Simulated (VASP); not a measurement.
# Ga3As2P (P1) in VASP: single point with PBE

Aim: the single point of Ga3As2P with PBE.

All numbers are computed with VASP 6.6.1; they aren't measurements. Logs are shortened: lines on timing, memory, paths and dates and some standing lists are left out, and cuts for length are marked.

## Step 1: The cell of the first run

The typed cell holds 12 atoms: a = 4.028 Å, b = 8.055 Å, c = 8.876 Å, α = 103.12°, β = 103.11°, γ = 89.99°.

## Step 2: Single point, PBE

File INCAR:

```
PREC = Accurate
ENCUT = 520
EDIFF = 1E-7
ISMEAR = 0
SIGMA = 0.1
LREAL = False
LASPH = True
NELM = 100
ALGO = Normal
ISIF = 2
LWAVE = False
LCHARG = True
GGA = PE
LELF = True
LVHAR = True
NBANDS = 66
```

File KPOINTS:

```
regular mesh
0
Gamma
  4 2 4
```

File POSCAR:

```
Ga3As2P
1.0
    0.0002269942     -4.0284144999     -0.0005681348
    8.0554255652     -0.0004575455     -0.0001380862
   -2.0146795412      2.0126828510      8.4066476226
Ga P As
6 2 4
Direct
    0.8290404874      0.4146600885      0.6585299176
    0.8291244965      0.9146344478      0.6584814873
    0.5003677504      0.2499449485     -0.0000052232
    0.5000389887      0.7499989896      0.0000243069
    0.1706556180      0.0854279407      0.3415346839
    0.1708265097      0.5853864122      0.3414820765
    0.7498738181      0.1250229257      0.5000055541
    0.7500552769      0.6249909007      0.4999754411
    0.4144558033      0.4572957554      0.8293032817
    0.4145415639      0.9572674018      0.8292530464
    0.0856631879      0.2926625352      0.1706943958
    0.0853564991      0.7927076538      0.1707210318
```

Potentials or basis: VASP PAW PBE potentials, release 64 (Ga_d, P, As).

Started as:

```sh
$ cat potpaw_PBE.64/Ga_d/POTCAR potpaw_PBE.64/P/POTCAR potpaw_PBE.64/As/POTCAR > POTCAR
$ mpirun -np 1 vasp_std > vasp.out
```

OUTCAR:

```text
PREC = Accurate
   ENCUT = 520
   EDIFF = 1E-7
   ISMEAR = 0
   LREAL = False
   LASPH = True
   NELM = 100
   ISIF = 2
   GGA = PE

 ion  position               nearest neighbor table
   1  0.829  0.415  0.659-   7 2.41   8 2.41   9 2.47   9 2.47
   2  0.829  0.915  0.658-   8 2.41   7 2.41  10 2.47  10 2.47
   3  0.500  0.250  1.000-  10 2.47  11 2.47   9 2.47  11 2.47
   4  0.500  0.750  0.000-   9 2.47  10 2.47  12 2.47  12 2.47
   5  0.171  0.085  0.342-   7 2.41   7 2.41  11 2.47  12 2.47
   6  0.171  0.585  0.341-   8 2.41   8 2.41  11 2.47  12 2.47
   7  0.750  0.125  0.500-   1 2.41   2 2.41   5 2.41   5 2.41
   8  0.750  0.625  0.500-   2 2.41   1 2.41   6 2.41   6 2.41
   9  0.414  0.457  0.829-   4 2.47   3 2.47   1 2.47   1 2.47
  10  0.415  0.957  0.829-   3 2.47   4 2.47   2 2.47   2 2.47
  11  0.086  0.293  0.171-   3 2.47   3 2.47   5 2.47   6 2.47
  12  0.085  0.793  0.171-   4 2.47   4 2.47   6 2.47   5 2.47

  LATTYP: Found a triclinic cell.
 ALAT       =    10.5468470332
 B/A-ratio  =     0.3819543920
 C/A-ratio  =     0.7637757098
 COS(alpha) =     0.0001131504
 COS(beta)  =     0.1910896948
 COS(gamma) =     0.5729102246

  Lattice vectors:

 A1 = (  -2.0149065354,   6.0410973509,   8.4072157574)
 A2 = (  -0.0002269942,   4.0284144999,   0.0005681348)
 A3 = (  -8.0554255652,   0.0004575455,   0.0001380862)

Analysis of symmetry for initial positions (statically):
=====================================================================
 Subroutine PRICEL returns:
 Original cell was already a primitive cell.

 Routine SETGRP: Setting up the symmetry group for a
 triclinic supercell.

 Subroutine GETGRP returns: Found  1 space group operations
 (whereof  1 operations were pure point group operations)
 out of a pool of  2 trial point group operations.

The static configuration has the point symmetry C_1 .

Analysis of symmetry for dynamics (positions and initial velocities):
=====================================================================
 Subroutine PRICEL returns:
 Original cell was already a primitive cell.

 Routine SETGRP: Setting up the symmetry group for a
 triclinic supercell.

 Subroutine GETGRP returns: Found  1 space group operations
 (whereof  1 operations were pure point group operations)
 out of a pool of  2 trial point group operations.

The dynamic configuration has the point symmetry C_1 .

 Subroutine INISYM returns: Found  1 space group operations
[... 141 lines left out ...]
   PSTRESS=    0.0 pullay stress
   NELECT =     108.0000    total number of electrons
   NUPDOWN=      -1.0000    fix difference up-down
   EMIN   =  10.00;   EMAX   =-10.00  energy-range for DOS
   EFERMI =   0.00;   METHOD = LEGACY
   ISMEAR =     0;   SIGMA  =   0.10  broadening in eV -4-tet -1-fermi 0-gaus
   EFERMI_NEDOS =   21; number of points for ismear=-14 and -15
   IALGO  =     38    algorithm
   IMIX   =      4    mixing-type and parameters
     AMIX     =   0.40;   BMIX     =  1.00
     AMIX_MAG =   1.60;   BMIX_MAG =  1.00
  volume/ion in A,a.u.               =      22.73       153.41
  Fermi-wavevector in a.u.,A,eV,Ry     =   1.202098  2.271635 19.660945  1.445039
  Thomas-Fermi vector in A             =   2.337888
   LORBIT       =      0    0 simple, 1 ext, 2 COOP (PROOUT), +10 PAW based schemes
   GGA     = PE    functional components
   LHFCALC =     F    Hartree Fock is set to
   AEXX    =    0.0000 exact exchange contribution
   IVDW    =     0    specifies the selected vdW correction
   LEPSILON=     F    determine dielectric tensor
   LRPA    =     F    only Hartree local field effects (RPA)
 non-spin polarized calculation
 Gauss-broadening in eV      SIGMA  =   0.10
  energy-cutoff  :      520.00
  volume of cell :      272.79
 maximum number of plane-waves:      7401
 NGX is ok and might be reduce to    30
   NGX = 15   NGY = 29   NGZ = 33

 number of electron     107.9999972 magnetization

 Free energy of the ion-electron system (eV)
  ---------------------------------------------------
  ext. energy  EPLUGINS =         0.00000000
  ---------------------------------------------------
  free energy    TOTEN  =       -50.95575001 eV

  energy without entropy =      -50.95574835  energy(sigma->0) =      -50.95574918

 E-fermi :   4.0961     XC(G=0):  -9.4722

 val. band max:        3.8172600457   @ k =   0.0000   0.0000   0.0000
 cond. band min:       4.3730899336   @ k =   0.0000   0.0000   0.0000
 fundamental gap:      0.5558298880
 Fermi energy:         4.0961238205

 k-point     1 :       0.0000    0.0000    0.0000
  band No.  band energies     occupation
      1     -10.9865      2.00000
      2     -10.9759      2.00000
      3     -10.9740      2.00000
      4     -10.9655      2.00000
      5     -10.9581      2.00000
      6     -10.9128      2.00000
[... 1369 lines left out ...]
     65       8.4774      0.00000
     66       8.4804      0.00000

------------------------ aborting loop because EDIFF is reached ----------------------------------------

  FORCE on cell =-STRESS in cart. coord.  units (eV):
  Direction    XX          YY          ZZ          XY          YZ          ZX
  --------------------------------------------------------------------------------------
  -------------------------------------------------------------------------------------
  Total        0.2655054      0.2327627      0.2383793      0.0066073      0.0045445      0.0077340
  in kB        1.5593907      1.3670829      1.4000714      0.0388065      0.0266912      0.0454242
  external PRESSURE =       1.4421817 kB  Pullay stress =       0.0000000 kB

 VOLUME and BASIS-vectors are now :
 -----------------------------------------------------------------------------
  energy-cutoff  :      520.00
  volume of cell :      272.79
      direct lattice vectors                 reciprocal lattice vectors
     0.000226994 -4.028414500 -0.000568135    -0.000013081 -0.248245002  0.059430599
     8.055425565 -0.000457546 -0.000138086     0.124140444  0.000002799  0.029749978
    -2.014679541  2.012682851  8.406647623     0.000002038 -0.000016777  0.118957986

 POSITION                                       TOTAL-FORCE (eV/Angst)
 -----------------------------------------------------------------------------------
      2.01372     -2.01450      5.53550        -0.000827     -0.000416     -0.010183
      6.04133     -2.01516      5.53502        -0.001407     -0.000344     -0.009704
     -0.00114     -0.00313      8.40628         0.000429      0.001725      0.000160
      6.04163     -2.01466     -0.00018        -0.000423      0.000623     -0.000299
      0.00011     -0.00011      2.87105        -0.000285     -0.001158      0.009270
      4.02760     -0.00113      2.87054         0.000279     -0.000696      0.010492
     -0.00007     -2.01451      4.20293         0.000172     -0.000436      0.000327
      4.02745     -2.01553      4.20260         0.000152      0.000746      0.000126
      2.01303     -0.00068      6.97136         0.000660     -0.000763     -0.001449
      6.04061     -0.00136      6.97087         0.000525     -0.000259     -0.001078
      2.01365     -0.00167      1.43488         0.000603      0.001115      0.001107
      6.04167     -0.00061      1.43503         0.000121     -0.000138      0.001232
 -----------------------------------------------------------------------------------
    total drift:                               -0.000252     -0.000339      0.000017

  FREE ENERGIE OF THE ION-ELECTRON SYSTEM (eV)
  ---------------------------------------------------
  free  energy   TOTEN  =       -50.9557500148 eV

  energy  without entropy=      -50.9557483534  energy(sigma->0) =      -50.95574918
```

OSZICAR:

```text
N       E                     dE             d eps       ncg     rms          rms(c)
DAV:   1     0.106685360726E+04    0.10669E+04   -0.47460E+04  2882   0.232E+03
DAV:   2     0.157462348601E+03   -0.90939E+03   -0.87491E+03  2736   0.658E+02
DAV:   3    -0.354991862637E+02   -0.19296E+03   -0.18260E+03  3112   0.198E+02
DAV:   4    -0.512739714472E+02   -0.15775E+02   -0.15524E+02  3142   0.545E+01
DAV:   5    -0.521053819881E+02   -0.83141E+00   -0.82940E+00  3528   0.128E+01    0.813E+00
DAV:   6    -0.510484456119E+02    0.10569E+01   -0.22662E+00  3786   0.126E+01    0.469E+00
DAV:   7    -0.509487836754E+02    0.99662E-01   -0.10651E+00  3096   0.354E+00    0.174E+00
DAV:   8    -0.509534921124E+02   -0.47084E-02   -0.17691E-01  3310   0.480E+00    0.254E-01
DAV:   9    -0.509542999488E+02   -0.80784E-03   -0.25638E-02  3132   0.243E+00    0.135E-01
DAV:  10    -0.509548904034E+02   -0.59045E-03   -0.55368E-03  3732   0.859E-01    0.973E-02
DAV:  11    -0.509556245834E+02   -0.73418E-03   -0.23374E-03  3056   0.302E-01    0.305E-02
DAV:  12    -0.509557155544E+02   -0.90971E-04   -0.16354E-04  3368   0.195E-01    0.168E-02
DAV:  13    -0.509557430070E+02   -0.27453E-04   -0.98841E-05  3090   0.106E-01    0.800E-03
DAV:  14    -0.509557489487E+02   -0.59417E-05   -0.38979E-05  3188   0.722E-02    0.500E-03
DAV:  15    -0.509557494677E+02   -0.51898E-06   -0.63904E-06  3414   0.334E-02    0.212E-03
DAV:  16    -0.509557498459E+02   -0.37818E-06   -0.20205E-06  3028   0.215E-02    0.837E-04
DAV:  17    -0.509557499795E+02   -0.13361E-06   -0.12280E-06  2756   0.105E-02    0.420E-04
DAV:  18    -0.509557500148E+02   -0.35356E-07   -0.26230E-07  2300   0.327E-03
   1 F= -.50955750E+02 E0= -.50955749E+02  d E =-.166145E-05
```

stdout:

```text
POSCAR found type information on POSCAR GaP As
 POSCAR found :  3 types and      12 ions
 scaLAPACK will be used
 LDA part: xc-table for (Slater+PW92), standard interpolation
 -----------------------------------------------------------------------------
|                                                                             |
|           W    W    AA    RRRRR   N    N  II  N    N   GGGG   !!!           |
|           W    W   A  A   R    R  NN   N  II  NN   N  G    G  !!!           |
|           W    W  A    A  R    R  N N  N  II  N N  N  G       !!!           |
|           W WW W  AAAAAA  RRRRR   N  N N  II  N  N N  G  GGG   !            |
|           WW  WW  A    A  R   R   N   NN  II  N   NN  G    G                |
|           W    W  A    A  R    R  N    N  II  N    N   GGGG   !!!           |
|                                                                             |
|     Your reciprocal lattice and k-lattice belong to different lattice       |
|     classes:                                                                |
|                                                                             |
|        The reciprocal lattice is triclinic,                                 |
|        whereas your k-lattice is base-centered monoclinic.                  |
|                                                                             |
|     Results are often still useful ...                                      |
|                                                                             |
 -----------------------------------------------------------------------------

 POSCAR, INCAR and KPOINTS ok, starting setup
 FFT: planning ... GRIDC
 FFT: planning ... GRID_SOFT
 FFT: planning ... GRID
 WAVECAR not read
 entering main loop
```

It took 7.6 min on 1 thread of AMD EPYC 7R13 (Zen 3), shared host; peak memory 0.47 GiB.

Results:

```
Free energy            : -50.9558 eV
Pressure               : 0.1 GPa
Largest force          : 0.011 eV/Å
Band gap on the k mesh : 0.56 eV
```

Forces on the atoms (eV/Å):
```
Ga  -0.001  0.000 -0.010
Ga  -0.001  0.000 -0.010
Ga   0.000  0.002  0.000
Ga   0.000  0.001  0.000
Ga   0.000 -0.001  0.009
Ga   0.000 -0.001  0.010
P    0.000  0.000  0.000
P    0.000  0.001  0.000
As   0.001 -0.001 -0.001
As   0.001  0.000 -0.001
As   0.001  0.001  0.001
As   0.000  0.000  0.001
```

Levels at points of the mesh, in eV from the valence-band top:
| k point | band 52 | band 53 | band 54 | band 55 | band 56 | band 57 |
| --- | --- | --- | --- | --- | --- | --- |
| (0.00, 0.00, 0.00) | -0.05 | -0.04 | 0.00 | 0.56 | 1.03 | 1.40 |
| (0.50, 0.00, 0.00) | -1.06 | -1.06 | -1.00 | 1.03 | 1.57 | 1.74 |
| (0.00, 0.50, 0.00) | -1.12 | -0.36 | -0.36 | 1.93 | 1.94 | 2.19 |
| (0.50, 0.50, 0.00) | -1.92 | -1.85 | -1.85 | 2.22 | 2.22 | 2.51 |
| (0.00, 0.00, 0.50) | -1.00 | -0.87 | -0.87 | 1.03 | 1.48 | 1.48 |
| (0.50, 0.00, 0.50) | -1.06 | -1.06 | -1.00 | 1.03 | 1.57 | 1.74 |
| (0.00, 0.50, 0.50) | -0.66 | -0.63 | -0.63 | 1.45 | 1.45 | 1.83 |
| (0.50, 0.50, 0.50) | -1.93 | -1.85 | -1.85 | 2.22 | 2.22 | 2.52 |

A k mesh can miss the band edges.
